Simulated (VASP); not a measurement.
A run of VASP 6.6.1:

File INCAR:

```
SYSTEM = TiAl
ALGO = Normal
EDIFF = 1E-6
ENCUT = 520
GGA = PS
ISIF = 2
ISMEAR = -1
IVDW = 12
LASPH = .True.
LCHARG = .False.
LREAL = .False.
LWAVE = .False.
NBANDS = 14
NELM = 60
PREC = Accurate
SIGMA = 0.05
```

Contents of KPOINTS:

```
k-points
0
Gamma
  11 11 6
  0 0 0
```

The input POSCAR:

```
TiAl
1.0
    2.8116843018      0.0000000000      0.0000000000
   -1.4058421509      2.4349900328      0.0000000000
    0.0000000000      0.0000000000      4.5751607930
Ti Al
1 1
Direct
    0.0000000000      0.0000000000      0.0000000000
    0.3333333333      0.6666666667      0.5000000000
```

Potentials or basis: VASP PAW PBE potentials, release 64 (Ti_sv, Al).

Launch:

```sh
$ cat potpaw_PBE.64/Ti_sv/POTCAR potpaw_PBE.64/Al/POTCAR > POTCAR
$ mpirun -np 1 vasp_std > vasp.out
```

Hardware: 1 thread of AMD EPYC 7R43 64-Core Processor (Zen 3), on a shared host.

Problem. How long does it take, and how much memory?

Solution. Wall time 49 s on 1 thread of AMD EPYC 7R43 64-Core Processor (Zen 3) (shared host), peak memory 0.14 GiB. Counts: scf iterations 14, k points 64.
